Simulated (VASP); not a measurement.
# W (a cell with a defect) in VASP: a series of runs

W (a cell with a defect) is run at these levels: PBE+D3(BJ); tasks: single point.

Everything below comes from runs of VASP 6.6.1. Logs are shortened: lines on timing, memory, paths and dates and some standing lists are left out, and cuts for length are marked.

### Step 1. The cell of the first run

The cell holds a defect, 15 atoms: a = 6.320 Å, b = 6.320 Å, c = 6.320 Å, α = 90.00°, β = 90.00°, γ = 90.00°.

### Step 2. Single point, PBE+D3(BJ)

Input file INCAR:

```
SYSTEM = W
PREC = Accurate ; ENCUT = 520
EDIFF = 1E-6 ; ISMEAR = 0
SIGMA = 0.1 ; LREAL = Auto
LASPH = .True. ; NELM = 60
ALGO = Normal ; ISIF = 2
LWAVE = .False. ; LCHARG = .True.
GGA = PE ; IVDW = 12
LELF = .True. ; LVHAR = .True.
NBANDS = 118
```

Input file KPOINTS:

```
Automatic mesh
0
Gamma
  3 3 3
  0 0 0
```

Input file POSCAR:

```
W
1.0
    6.3200000000      0.0000000000      0.0000000000
    0.0000000000      6.3200000000      0.0000000000
    0.0000000000      0.0000000000      6.3200000000
W
15
Direct
    0.2475192532     -0.2475192532     -0.2475192532
    0.5000000000      0.0000000000      0.0000000000
    0.0000000000      0.5000000000      0.0000000000
    0.0000000000      0.0000000000      0.5000000000
    0.2475192532      0.2475192532      0.2475192532
    0.5000000000      0.5000000000      0.0000000000
    0.5000000000      0.0000000000      0.5000000000
    0.7524807468      0.2475192532      0.2475192532
    0.0000000000      0.5000000000      0.5000000000
    0.2475192532      0.7524807468      0.2475192532
    0.2475192532      0.2475192532      0.7524807468
    0.5000000000      0.5000000000      0.5000000000
    0.7524807468      0.7524807468      0.2475192532
    0.7524807468      0.2475192532      0.7524807468
    0.7524807468      0.7524807468      0.7524807468
```

Potentials or basis: VASP PAW PBE potentials, release 64 (W_sv).

Command:

```sh
> cat potpaw_PBE.64/W_sv/POTCAR > POTCAR
> mpirun -np 1 vasp_std > vasp.out
```

OUTCAR:

```text
SYSTEM = W
   PREC = Accurate
   ENCUT = 520
   EDIFF = 1E-6
   ISMEAR = 0
   LREAL = Auto
   LASPH = .True.
   NELM = 60
   ISIF = 2
   GGA = PE
   IVDW = 12
 IVDW          = 12

 ion  position               nearest neighbor table
   1  0.248  0.752  0.752-   4 2.73   3 2.73   2 2.73   6 2.75   7 2.75   9 2.75  12 2.76  11 3.13
                            10 3.13  15 3.13  15 3.19  10 3.19  11 3.19
   2  0.500  0.000  0.000-   1 2.73   5 2.73   8 2.73  10 2.73  11 2.73  13 2.73  14 2.73  15 2.73
                             6 3.16   7 3.16   7 3.16   6 3.16
   3  0.000  0.500  0.000-   1 2.73   5 2.73   8 2.73  10 2.73  11 2.73  13 2.73  14 2.73  15 2.73
                             9 3.16   6 3.16   9 3.16   6 3.16
   4  0.000  0.000  0.500-   1 2.73   5 2.73   8 2.73  10 2.73  11 2.73  13 2.73  14 2.73  15 2.73
                             9 3.16   7 3.16   9 3.16   7 3.16
   5  0.248  0.248  0.248-   4 2.73   3 2.73   2 2.73   6 2.75   7 2.75   9 2.75  12 2.76  10 3.13
                            11 3.13   8 3.13  10 3.19  11 3.19   8 3.19
   6  0.500  0.500  0.000-   1 2.75   5 2.75   8 2.75  10 2.75  11 2.75  13 2.75  14 2.75  15 2.75
                             2 3.16   3 3.16  12 3.16  12 3.16   2 3.16   3 3.16
   7  0.500  0.000  0.500-   1 2.75   5 2.75   8 2.75  10 2.75  11 2.75  13 2.75  14 2.75  15 2.75
                             2 3.16   4 3.16  12 3.16   2 3.16  12 3.16   4 3.16
   8  0.752  0.248  0.248-   4 2.73   3 2.73   2 2.73   6 2.75   7 2.75   9 2.75  12 2.76   5 3.13
                            13 3.13  14 3.13  13 3.19  14 3.19   5 3.19
   9  0.000  0.500  0.500-   1 2.75   5 2.75   8 2.75  10 2.75  11 2.75  13 2.75  14 2.75  15 2.75
                             3 3.16   4 3.16  12 3.16   3 3.16   4 3.16  12 3.16
  10  0.248  0.752  0.248-   4 2.73   3 2.73   2 2.73   6 2.75   7 2.75   9 2.75  12 2.76   1 3.13
                             5 3.13  13 3.13  13 3.19   1 3.19   5 3.19
  11  0.248  0.248  0.752-   4 2.73   3 2.73   2 2.73   6 2.75   7 2.75   9 2.75  12 2.76   1 3.13
                             5 3.13  14 3.13  14 3.19   1 3.19   5 3.19
  12  0.500  0.500  0.500-   1 2.76   5 2.76   8 2.76  10 2.76  11 2.76  13 2.76  14 2.76  15 2.76
                             9 3.16   7 3.16   6 3.16   6 3.16   7 3.16   9 3.16
  13  0.752  0.752  0.248-   4 2.73   3 2.73   2 2.73   6 2.75   7 2.75   9 2.75  12 2.76  10 3.13
                             8 3.13  15 3.13  15 3.19   8 3.19  10 3.19
  14  0.752  0.248  0.752-   4 2.73   3 2.73   2 2.73   6 2.75   7 2.75   9 2.75  12 2.76  11 3.13
                             8 3.13  15 3.13  15 3.19   8 3.19  11 3.19
  15  0.752  0.752  0.752-   4 2.73   3 2.73   2 2.73   6 2.75   7 2.75   9 2.75  12 2.76   1 3.13
                            13 3.13  14 3.13  13 3.19  14 3.19   1 3.19

  LATTYP: Found a simple cubic cell.
 ALAT       =     6.3200000000

  Lattice vectors:

 A1 = (   6.3200000000,   0.0000000000,   0.0000000000)
 A2 = (   0.0000000000,   6.3200000000,   0.0000000000)
 A3 = (   0.0000000000,   0.0000000000,   6.3200000000)

Analysis of symmetry for initial positions (statically):
=====================================================================
 Subroutine PRICEL returns:
 Original cell was already a primitive cell.

 Routine SETGRP: Setting up the symmetry group for a
 simple cubic supercell.

 Subroutine GETGRP returns: Found 48 space group operations
 (whereof 48 operations were pure point group operations)
 out of a pool of 48 trial point group operations.

The static configuration has the point symmetry O_h .

Analysis of symmetry for dynamics (positions and initial velocities):
=====================================================================
 Subroutine PRICEL returns:
 Original cell was already a primitive cell.

 Routine SETGRP: Setting up the symmetry group for a
 simple cubic supercell.

 Subroutine GETGRP returns: Found 48 space group operations
 (whereof 48 operations were pure point group operations)
 out of a pool of 48 trial point group operations.

The dynamic configuration has the point symmetry O_h .

 Subroutine INISYM returns: Found 48 space group operations
 (whereof 48 operations are pure point group operations),
 and found     1 'primitive' translations

----------------------------------------------------------------------------------------

                                     Primitive cell

  volume of cell :     252.4360

  direct lattice vectors                    reciprocal lattice vectors
     6.320000000  0.000000000  0.000000000     0.158227848  0.000000000  0.000000000
[... 60 lines left out ...]
     0.000000000  0.000000000  0.000000000

 Subroutine IBZKPT returns following result:
 ===========================================

 Found      4 irreducible k-points:

 Following reciprocal coordinates:
            Coordinates               Weight
  0.000000  0.000000  0.000000      1.000000
  0.333333  0.000000  0.000000      6.000000
  0.333333  0.333333  0.000000     12.000000
  0.333333  0.333333  0.333333      8.000000
   k-points           NKPTS =      4   k-points in BZ     NKDIM =      4   number of bands    NBANDS=    118
   number of dos      NEDOS =    301   number of ions     NIONS =     15
   total plane-waves  NPLWV = 110592
   dimension x,y,z NGX =    48 NGY =   48 NGZ =   48
   dimension x,y,z NGXF=    96 NGYF=   96 NGZF=   96
   ions per type =              15
   NGX,Y,Z   is equivalent  to a cutoff of  12.63, 12.63, 12.63 a.u.
   NGXF,Y,Z  is equivalent  to a cutoff of  25.25, 25.25, 25.25 a.u.
 SYSTEM =  W
   PREC   = accura    normal or accurate (medium, high low for compatibility)
   ISTART =      0    job   : 0-new  1-cont  2-samecut
   ICHARG =      2    charge: 1-file 2-atom 10-const
   ISPIN  =      1    spin polarized calculation?
   LNONCOLLINEAR =      F non collinear calculations
   LSORBIT =      F    spin-orbit coupling
   LASPH  =      T    aspherical Exc in radial PAW
   ENCUT  =  520.0 eV  38.22 Ry    6.18 a.u.  11.75 11.75 11.75*2*pi/ulx,y,z
   NELM   =     60;   NELMIN=  2; NELMDL= -5     # of ELM steps
   EDIFF  = 0.1E-05   stopping-criterion for ELM
   LREAL  =      T    real-space projection
   EDIFFG = 0.1E-04   stopping-criterion for IOM
   NSW    =      0    number of steps for IOM
   IBRION =     -1    ionic relax: 0-MD 1-quasi-New 2-CG
   NFREE  =      0    steps in history (QN), initial steepest desc. (CG)
   ISIF   =      2    stress and relaxation
   ISYM   =      2    0-nonsym 1-usesym 2-fastsym
   POTIM  = 0.5000    time-step for ionic-motion
   TEBEG  =    0.0;   TEEND  =   0.0 temperature during run
   PSTRESS=    0.0 pullay stress
   NELECT =     210.0000    total number of electrons
   NUPDOWN=      -1.0000    fix difference up-down
   EMIN   =  10.00;   EMAX   =-10.00  energy-range for DOS
   EFERMI =   0.00;   METHOD = LEGACY
   ISMEAR =     0;   SIGMA  =   0.10  broadening in eV -4-tet -1-fermi 0-gaus
   EFERMI_NEDOS =   21; number of points for ismear=-14 and -15
   IALGO  =     38    algorithm
   IMIX   =      4    mixing-type and parameters
     AMIX     =   0.40;   BMIX     =  1.00
     AMIX_MAG =   1.60;   BMIX_MAG =  1.00
  volume/ion in A,a.u.               =      16.83       113.57
  Fermi-wavevector in a.u.,A,eV,Ry     =   1.539681  2.909576 32.254225  2.370619
  Thomas-Fermi vector in A             =   2.645875
   LORBIT       =      0    0 simple, 1 ext, 2 COOP (PROOUT), +10 PAW based schemes
   GGA     = PE    functional components
   LHFCALC =     F    Hartree Fock is set to
   AEXX    =    0.0000 exact exchange contribution
   IVDW    =    12    specifies the selected vdW correction
   LEPSILON=     F    determine dielectric tensor
   LRPA    =     F    only Hartree local field effects (RPA)
 non-spin polarized calculation
 Gauss-broadening in eV      SIGMA  =   0.10
  energy-cutoff  :      520.00
  volume of cell :      252.44
 maximum number of plane-waves:      6859
 NGX is ok and might be reduce to    48
   NGX = 23   NGY = 23   NGZ = 23

 number of electron     210.0000004 magnetization

 Free energy of the ion-electron system (eV)
  ---------------------------------------------------
  ext. energy  EPLUGINS =         0.00000000
  ---------------------------------------------------
  free energy    TOTEN  =      -190.84572513 eV

  energy without entropy =     -190.77396310  energy(sigma->0) =     -190.80984412

 E-fermi :  10.2397     XC(G=0): -13.2203

 val. band max:       10.1858072120   @ k =   0.0000   0.0000   0.0000
 cond. band min:      10.2525868033   @ k =   0.3333   0.3333   0.0000
 fundamental gap:      0.0667795913
 Fermi energy:        10.2396852457

 k-point     1 :       0.0000    0.0000    0.0000
  band No.  band energies     occupation
      1     -63.6467      2.00000
      2     -63.5734      2.00000
      3     -63.5734      2.00000
      4     -63.5734      2.00000
      5     -63.5642      2.00000
      6     -63.5642      2.00000
[... 469 lines left out ...]
    116      12.6341      0.00000
    117      12.6366      0.00000
 [bands above 117 left out]

------------------------ aborting loop because EDIFF is reached ----------------------------------------

 Edisp (eV)   -9.80575

 E8    (eV) :    -5.0261

  FORCE on cell =-STRESS in cart. coord.  units (eV):
  Direction    XX          YY          ZZ          XY          YZ          ZX
  --------------------------------------------------------------------------------------
  -------------------------------------------------------------------------------------
  Total     -10.24062   -10.24062   -10.24062    -0.00000     0.00000    -0.00000
  in kB     -64.99584   -64.99584   -64.99584    -0.00000     0.00000    -0.00000
  external pressure =      -65.00 kB  Pullay stress =        0.00 kB

 VOLUME and BASIS-vectors are now :
 -----------------------------------------------------------------------------
  energy-cutoff  :      520.00
  volume of cell :      252.44
      direct lattice vectors                 reciprocal lattice vectors
     6.320000000  0.000000000  0.000000000     0.158227848  0.000000000  0.000000000
     0.000000000  6.320000000  0.000000000     0.000000000  0.158227848  0.000000000
     0.000000000  0.000000000  6.320000000     0.000000000  0.000000000  0.158227848

 POSITION                                       TOTAL-FORCE (eV/Angst)
 -----------------------------------------------------------------------------------
      1.56432      4.75568      4.75568        -0.011874      0.011874      0.011874
      3.16000      0.00000      0.00000         0.000000     -0.000000      0.000000
      0.00000      3.16000      0.00000         0.000000     -0.000000      0.000000
      0.00000      0.00000      3.16000         0.000000     -0.000000      0.000000
      1.56432      1.56432      1.56432        -0.011874     -0.011874     -0.011874
      3.16000      3.16000      0.00000         0.000000     -0.000000      0.000000
      3.16000      0.00000      3.16000         0.000000     -0.000000      0.000000
      4.75568      1.56432      1.56432         0.011874     -0.011874     -0.011874
      0.00000      3.16000      3.16000         0.000000     -0.000000      0.000000
      1.56432      4.75568      1.56432        -0.011874      0.011874     -0.011874
      1.56432      1.56432      4.75568        -0.011874     -0.011874      0.011874
      3.16000      3.16000      3.16000         0.000000     -0.000000      0.000000
      4.75568      4.75568      1.56432         0.011874      0.011874     -0.011874
      4.75568      1.56432      4.75568         0.011874     -0.011874      0.011874
      4.75568      4.75568      4.75568         0.011874      0.011874      0.011874
 -----------------------------------------------------------------------------------
    total drift:                                0.000000      0.000000      0.000000

  FREE ENERGIE OF THE ION-ELECTRON SYSTEM (eV)
  ---------------------------------------------------
  free  energy   TOTEN  =      -200.6514779118 eV

  energy  without entropy=     -200.5797158833  energy(sigma->0) =     -200.61559690
```

It took 2.7 min on 1 thread of Intel Xeon Platinum 8375C at 2.90GHz (Ice Lake), shared host; peak memory 0.36 GiB.

What came out:

| Property | Result |
| --- | --- |
| Free energy | -200.6515 eV |
| Pressure | -6.5 GPa |
| Largest force | 0.021 eV/Å |
| Band gap on the k mesh | zero (bands 105 and 106 overlap by 0.01 eV) |
| Dispersion energy per atom | -0.654 eV |

Forces on the atoms (eV/Å):
```
W   -0.012  0.012  0.012
W    0.000  0.000  0.000
W    0.000  0.000  0.000
W    0.000  0.000  0.000
W   -0.012 -0.012 -0.012
W    0.000  0.000  0.000
W    0.000  0.000  0.000
W    0.012 -0.012 -0.012
W    0.000  0.000  0.000
W   -0.012  0.012 -0.012
W   -0.012 -0.012  0.012
W    0.000  0.000  0.000
W    0.012  0.012 -0.012
W    0.012 -0.012  0.012
W    0.012  0.012  0.012
```

Levels at points of the mesh, in eV from the Fermi level:
```
           k point  band 103  band 104  band 105  band 106  band 107  band 108
(0.00, 0.00, 0.00)     -0.05     -0.05     -0.05      1.07      1.07      1.07
```

Caveat: spin-orbit coupling is left out, which moves the levels of the heavy elements.

### Step 3. Single point, PBE+D3(BJ)

Input file INCAR:

```
SYSTEM = W
  PREC = Accurate
  ENCUT = 520
  EDIFF = 1E-6
  ISMEAR = 0
  SIGMA = 0.1
  LREAL = Auto
  LASPH = .True.
  NELM = 100
  ALGO = Normal
  ISIF = 2
  LWAVE = .False.
  LCHARG = .False.
  GGA = PE
  IVDW = 12
  NBANDS = 118
```

KPOINTS is that of step 2.

Input file POSCAR:

```
W
1.0
    6.3200000000      0.0000000000      0.0000000000
    0.0000000000      6.3200000000      0.0000000000
    0.0000000000      0.0000000000      6.3200000000
W
15
Direct
    0.2475193038     -0.2475193038     -0.2475193038
    0.5000000000      0.0000000000      0.0000000000
    0.0000000000      0.5000000000      0.0000000000
    0.0000000000      0.0000000000      0.5000000000
    0.2475193038      0.2475193038      0.2475193038
    0.5000000000      0.5000000000      0.0000000000
    0.5000000000      0.0000000000      0.5000000000
    0.7524806962      0.2475193038      0.2475193038
    0.0000000000      0.5000000000      0.5000000000
    0.2475193038      0.7524806962      0.2475193038
    0.2475193038      0.2475193038      0.7524806962
    0.5000000000      0.5000000000      0.5000000000
    0.7524806962      0.7524806962      0.2475193038
    0.7524806962      0.2475193038      0.7524806962
    0.7524806962      0.7524806962      0.7524806962
```

Potentials or basis: VASP PAW PBE potentials, release 64 (W_sv).

Command:

```sh
> cat potpaw_PBE.64/W_sv/POTCAR > POTCAR
> mpirun -np 1 vasp_std > vasp.out
```

Run time: 2.9 min. Hardware: 1 thread of Intel Xeon Platinum 8375C at 2.90GHz (Ice Lake), shared host; peak memory 0.36 GiB.

It converged, with:

- Free energy: -200.6515 eV
- Pressure: -6.5 GPa
- Largest force: 0.021 eV/Å
- Band gap on the k mesh: zero (bands 105 and 106 overlap by 0.01 eV)
- Dispersion energy per atom: -0.654 eV

Forces in eV/Å, atoms in the order of the input:
```
W   -0.012  0.012  0.012
W    0.000  0.000  0.000
W    0.000  0.000  0.000
W    0.000  0.000  0.000
W   -0.012 -0.012 -0.012
W    0.000  0.000  0.000
W    0.000  0.000  0.000
W    0.012 -0.012 -0.012
W    0.000  0.000  0.000
W   -0.012  0.012 -0.012
W   -0.012 -0.012  0.012
W    0.000  0.000  0.000
W    0.012  0.012 -0.012
W    0.012 -0.012  0.012
W    0.012  0.012  0.012
```

Levels at points of the mesh, in eV from the Fermi level:
```csv
k point,band 101,band 102,band 103,band 104,band 105,band 106,band 107,band 108,band 109,band 110
"(0.00, 0.00, 0.00)",-0.14,-0.14,-0.05,-0.05,-0.05,1.07,1.07,1.07,1.13,1.13
```

Caveat: spin-orbit coupling is left out, which moves the levels of the heavy elements.

[end of part 1 of 2]

The gap in the log of VASP goes by the Fermi energy; the results here count the filled bands.